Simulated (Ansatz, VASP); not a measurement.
## Two plane-wave programs on Mg3CdS2

```
CELL_PARAMETERS angstrom
4.64087 0.00000 0.00000
-2.32044 4.01911 0.00000
0.00000 0.00000 7.22468
ATOMIC_POSITIONS crystal
Mg 0.00000 0.00000 0.50000
Mg 0.33333 0.66667 0.00000
Mg 0.33333 0.66667 0.50000
Cd 0.00000 0.00000 0.00000
S 0.66667 0.33333 0.28327
S 0.66667 0.33333 0.71673
```

Change from the starting cell: species swapped into the Ce2NiGe3 type (P-6m2, No. 187).

Alike in both runs: task relaxation of cell and atoms; functional PBE; k mesh 12 × 12 × 6; occupations gaussian, width 0.1 eV; no spin polarisation.

|  | VASP | Ansatz |
| --- | --- | --- |
| version | VASP 6.6.1 | Ansatz 0.2.0 |
| potentials or method | VASP PAW PBE potentials, release 64 (Mg, Cd, S), cutoff 600 eV | scalar-relativistic, plane waves, PAW |
| valence electrons in the cell | 30 | 62 |

```csv
,VASP,Ansatz,Ansatz less VASP
"gap on the k mesh at the Fermi level, each at its own relaxed structure (eV)",none,none,-
relaxed volume (Å³/atom),22.62,22.66,+0.036
relaxed cell length with the largest relative difference (Å),7.317,7.326,+0.0097
```

A gap of «none» marks a metal or a gap that the smearing closes. VASP's potentials hold 30 valence electrons a cell and Ansatz's 62, so a difference there can come from the potentials and not from the codes.
